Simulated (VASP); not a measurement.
The system is CaO.

```
Ca O
1.0
     2.58669   -1.92495    0.00000
     2.58669    1.92495    0.00000
    -1.92601    0.00000    5.53382
Ca O
2 2
Direct
  0.49011 0.82239 0.64647
  0.82239 0.49011 0.14647
  0.17761 0.50989 0.85353
  0.50989 0.17761 0.35353
```

The cell was generated, and may not be a known phase.

- Program: VASP 6.6.1
- Task: relaxation of cell and atoms
- Functional: PBE
- Potentials or basis: VASP PAW PBE potentials, release 64 (Ca_sv, O)
- Cutoff: 600 eV
- k mesh: 6 × 6 × 4
- Occupations: gaussian, width 0.1 eV
- Spin: no spin polarisation

At the start: pressure 7.5 GPa; volume 13.78 Å³/atom.

Question: Where does the relaxation end?

Answer: Over 17 steps the energy falls by 240.0 meV/atom and the volume is 14.15 Å³/atom (+2.7 %); space group Cc (No. 9, to 0.1 Å) before, Fm-3m (No. 225, to 0.1 Å).

The path:
```tsv
step	energy change (eV)	largest force (eV/Å)	pressure (GPa)	volume (Å³)
1	0.0000	0.4498	7.51	55.11
2	-0.2492	0.3496	-1.90	60.36
3	-0.2581	0.3365	-4.03	61.94
4	-0.4418	0.4625	-3.02	61.39
5	-0.5081	0.5895	-2.12	60.76
6	-0.6092	0.5373	0.61	58.51
7	-0.6329	0.5090	3.23	56.80
8	-0.7023	0.4586	1.82	57.13
9	-0.8190	0.5160	-1.50	58.10
10	-0.8303	0.5186	-2.42	58.49
11	-0.9021	0.4056	-0.52	57.17
12	-0.9060	0.3910	0.22	56.80
13	-0.9352	0.2665	-0.42	57.00
14	-0.9505	0.0935	-1.24	57.32
15	-0.9576	0.0258	0.71	56.23
16	-0.9578	0.0318	0.44	56.38
17	-0.9602	0.0168	-0.03	56.62
```

Final structure:
```
Ca O
1.0
     2.95998   -1.71052    0.04569
     2.95998    1.71052    0.04569
    -2.05940    0.00000    5.55956
Ca O
2 2
Direct
  0.37496 0.87541 0.62521
  0.87541 0.37496 0.12521
  0.12568 0.62394 0.87479
  0.62394 0.12568 0.37479
```
